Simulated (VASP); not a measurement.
Input of a VASP 6.6.1 run:

The input INCAR:

```
  PREC = Accurate
  ENCUT = 520
  EDIFF = 1E-6
  ISMEAR = 0
  SIGMA = 0.03
  LREAL = False
  LASPH = True
  NELM = 60
  ALGO = Normal
  ISIF = 2
  LWAVE = False
  LCHARG = False
  GGA = CA
  NBANDS = 16
```

The input KPOINTS:

```
Automatic mesh
0
Gamma
  10 10 10
```

Contents of POSCAR:

```
Si
1.0
   -3.3012718576      3.3012718576      1.9083649472
    3.3012718576     -3.3012718576      1.9083649472
    3.3012718576      3.3012718576     -1.9083649472
Si
4
Direct
    0.1198923415      0.1198923415      0.3576866598
    0.7622056816      0.7622056816      0.6423133402
    0.2377943184      0.8801076585      0.0000000000
    0.8801076585      0.2377943184      0.0000000000
```

Potentials or basis: VASP PAW LDA potentials, release 64 (Si).

The run is started by

```console
$ cat potpaw_LDA.64/Si/POTCAR > POTCAR
$ mpirun -np 1 vasp_std > vasp.out
```

Problem. Predict the band gap on the k mesh.

Solution. Zero (bands 8 and 9 overlap by 0.12 eV).

Problem. What does it give for the largest force?

Solution. 0.679 eV/Å.

Forces in eV/Å, atoms in the order of the input:
```
Si  -0.283 -0.283  0.548
Si   0.283  0.283  0.548
Si   0.283 -0.283 -0.548
Si  -0.283  0.283 -0.548
```

Caveat: the cell differs from its parent crystal (atoms displaced along a vibrational mode); semilocal functionals underestimate gaps, so a narrow gap can read as zero.
